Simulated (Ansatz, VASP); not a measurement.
Two plane-wave programs on GaN

```
Ga N
1.0
     4.54848    0.00000    0.00000
     0.00000   -4.54848    0.00000
     0.00000    0.00000   -4.54848
Ga N
4 4
Direct
  0.00000 0.00000 0.00000
  0.50000 0.50000 0.00000
  0.50000 0.00000 0.50000
  0.00000 0.50000 0.50000
  0.75000 0.75000 0.75000
  0.25000 0.25000 0.75000
  0.25000 0.75000 0.25000
  0.75000 0.25000 0.25000
```

Alike in both runs: task single point; functional PBE; k mesh 6 × 6 × 6; occupations gaussian, width 0.05 eV; no spin polarisation.

```csv
,VASP,Ansatz
version,VASP 6.6.1,Ansatz 0.2.0
potentials or method,"VASP PAW PBE potentials, release 64 (Ga_d, N), cutoff 520 eV","scalar-relativistic, plane waves, PAW"
valence electrons in the cell,72,72
```

Ansatz gave:

```
gap on the k mesh at the Fermi level (eV) : 1.54
least direct gap on the mesh (eV)         : 1.54
pressure (GPa)                            : 0.0
```

Problem. What did VASP give for the same quantities?

Solution. gap on the k mesh at the Fermi level (eV): 1.55; least direct gap on the mesh (eV): 1.55; pressure (GPa): 0.1.
